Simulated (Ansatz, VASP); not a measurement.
**One calculation of C, two programs**

```
C
1.0
     2.46729    0.00000    0.00000
    -1.23365    2.13674    0.00000
     0.00000    0.00000    7.80307
C
4
Direct
  0.00000 0.00000 0.25000
  0.00000 0.00000 0.75000
  0.33333 0.66667 0.25000
  0.66667 0.33333 0.75000
```

Alike in both runs: task single point; functional r2SCAN; dispersion D3(BJ); k mesh 9 × 9 × 4; occupations gaussian, width 0.1 eV; no spin polarisation.

|  | VASP | Ansatz |
| --- | --- | --- |
| version | VASP 6.6.1 | Ansatz 0.2.0 |
| potentials or method | VASP PAW PBE potentials, release 64 (C), cutoff 660 eV | scalar-relativistic, plane waves, PAW |
| valence electrons in the cell | 16 | 16 |

VASP gave:

| Item | Value |
| --- | --- |
| gap on the k mesh at the Fermi level (eV) | none |
| pressure (GPa) | -4.0 |
| traceless stress, the component that is largest in VASP (GPa) | 1.32 |

Question: What did Ansatz give for the same quantities?

Answer: gap on the k mesh at the Fermi level (eV): none; pressure (GPa): -4.1; traceless stress, the component that is largest in VASP (GPa): 1.79.

VASP's potentials were made for PBE, not for r2SCAN. A gap of «none» marks a metal or a gap that the smearing closes. Ansatz's warnings: dispersion damping borrowed.
